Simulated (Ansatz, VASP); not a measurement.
**CdF2 in VASP and in Ansatz**

INCAR

```
ALGO = Normal
EDIFF = 1E-6
ENCUT = 700
GGA = PE
GGA_COMPAT = False
ISIF = 2
ISMEAR = 0
LASPH = True
LCHARG = False
LREAL = False
LWAVE = False
NBANDS = 24
NELM = 120
PREC = Accurate
SIGMA = 0.05
```

Contents of KPOINTS:

```
k-points
0
Gamma
  8 8 8
```

POSCAR

```
CdF2
1.0
    0.0000000000      2.5695587572      2.7841169134
    2.5695587572      0.0000000000      2.7841169134
    2.5695587572      2.5695587572      0.0000000000
Cd F
1 2
Direct
    0.0000000000      0.0000000000      0.0000000000
    0.2500000000      0.2500000000      0.2500000000
    0.7500000000      0.7500000000      0.7500000000
```

Input for Ansatz:

```yaml
crystal:
  lattice:
    - [0.0, 2.5695587572, 2.7841169134]
    - [2.5695587572, 0.0, 2.7841169134]
    - [2.5695587572, 2.5695587572, 0.0]
  atoms:
    - { symbol: Cd, position: [0.0, 0.0, 0.0] }
    - { symbol: F, position: [0.25, 0.25, 0.25] }
    - { symbol: F, position: [0.75, 0.75, 0.75] }
basis:
  ecutwfc: 520.0
kpoints:
  mp_grid: { grid: [8, 8, 8] }
hamiltonian:
  xc: pbe
  pseudopotentials: { kind: paw }
scf:
  occupations: { method: gaussian, width: 0.05 }
output:
  forces: true
  stress: true
  eigenvalues: true
```

Alike in both runs: task single point; functional PBE; k mesh 8 × 8 × 8; occupations gaussian, width 0.05 eV; no spin polarisation.

|  | VASP | Ansatz |
| --- | --- | --- |
| version | VASP 6.6.1 | Ansatz 0.2.0 |
| potentials or method | VASP PAW PBE potentials, release 64 (Cd_sv_GW, F), cutoff 700 eV | scalar-relativistic, plane waves, PAW |
| valence electrons in the cell | 34 | 34 |

|  | VASP | Ansatz | Ansatz less VASP |
| --- | --- | --- | --- |
| gap on the k mesh at the Fermi level (eV) | 3.16 | 3.17 | +0.013 |
| least direct gap on the mesh (eV) | 3.53 | 3.54 | +0.010 |
| pressure (GPa) | 13.3 | 13.7 | +0.43 |
| traceless stress, the component that is largest in VASP (GPa) | -6.00 | -6.01 | -0.005 |
